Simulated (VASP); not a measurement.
A run of VASP 6.6.1:

File POSCAR:

```
Ru
1.0
    2.7059477279      0.0000000000      0.0000000000
   -1.3529738639      2.3434194737      0.0000000000
    0.0000000000      0.0000000000      4.2579056513
Ru
2
Direct
    0.3333333333      0.6666666667      0.2500000000
    0.6666666667      0.3333333333      0.7500000000
```

File INCAR.step1:

```
SYSTEM = Ru
ALGO = Normal ; EDIFF = 1E-5
ENCUT = 620 ; GGA = PE
GGA_COMPAT = .FALSE. ; ISMEAR = -1
LASPH = .TRUE. ; LCHARG = .FALSE.
LREAL = .FALSE. ; LWAVE = .TRUE.
NBANDS = 23 ; NELM = 120
PREC = Accurate ; SIGMA = 0.03
```

INCAR.step2

```
SYSTEM = Ru
ALGO = Normal ; EDIFF = 1E-6
ENCUT = 620 ; GGA_COMPAT = .FALSE.
ISIF = 2 ; ISMEAR = -1
ISTART = 1 ; LASPH = .TRUE.
LCHARG = .FALSE. ; LMIXTAU = .TRUE.
LREAL = .FALSE. ; LWAVE = .FALSE.
METAGGA = R2SCAN ; NBANDS = 23
NELM = 120 ; PREC = Accurate
SIGMA = 0.03
```

KPOINTS

```
k-points
0
G
  13 13 8
  0 0 0
```

Potentials or basis: VASP PAW PBE potentials, release 64 (Ru_sv).

Command:

```console
$ cat potpaw_PBE.64/Ru_sv/POTCAR > POTCAR
$ cp INCAR.step1 INCAR
$ mpirun -np 1 vasp_std > vasp.out
$ cp INCAR.step2 INCAR
$ mpirun -np 1 vasp_std > vasp.out
```

Hardware: 1 thread of Intel(R) Xeon(R) Platinum 8259CL CPU @ 2.50GHz (Skylake/Cascade Lake), with other jobs on the host.

Problem. How long does it take, and how much memory?

Solution. Wall time 3.2 min on 1 thread of Intel(R) Xeon(R) Platinum 8259CL CPU @ 2.50GHz (Skylake/Cascade Lake), on a shared host, peak memory 0.2 GiB. Counts: k points 105.
